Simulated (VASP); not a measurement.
Input of a VASP 6.6.1 run:

File INCAR:

```
SYSTEM = Ru
PREC = Accurate ; ENCUT = 520
EDIFF = 1E-6 ; ISMEAR = 1
SIGMA = 0.1 ; LREAL = .FALSE.
LASPH = .TRUE. ; NELM = 80
ALGO = Normal ; ISIF = 2
LWAVE = .FALSE. ; LCHARG = .FALSE.
NBANDS = 21
```

Contents of KPOINTS:

```
regular mesh
0
G
  13 13 8
  0 0 0
```

Contents of POSCAR:

```
Ru
1.0
    2.6775346364      0.0000000000      0.0000000000
   -1.3387673182      2.3188130146      0.0000000000
    0.0000000000      0.0000000000      4.2181251212
Ru
2
Direct
    0.3333333333      0.6666666667      0.2500000000
    0.6666666667      0.3333333333      0.7500000000
```

Potentials or basis: VASP PAW LDA potentials, release 64 (Ru_pv).

Command:

```sh
$ cat potpaw_LDA.64/Ru_pv/POTCAR > POTCAR
$ mpirun -np 1 vasp_std > vasp.out
```

**Question.** Predict the band gap on the k mesh.

**Answer.** Zero (bands 14 and 15 overlap by 3.28 eV).

**Question.** Predict the pressure.

**Answer.** 0.7 GPa.

Stress tensor (GPa, compression positive):
```
0.92 0.00 0.00
0.00 0.92 0.00
0.00 0.00 0.32
```
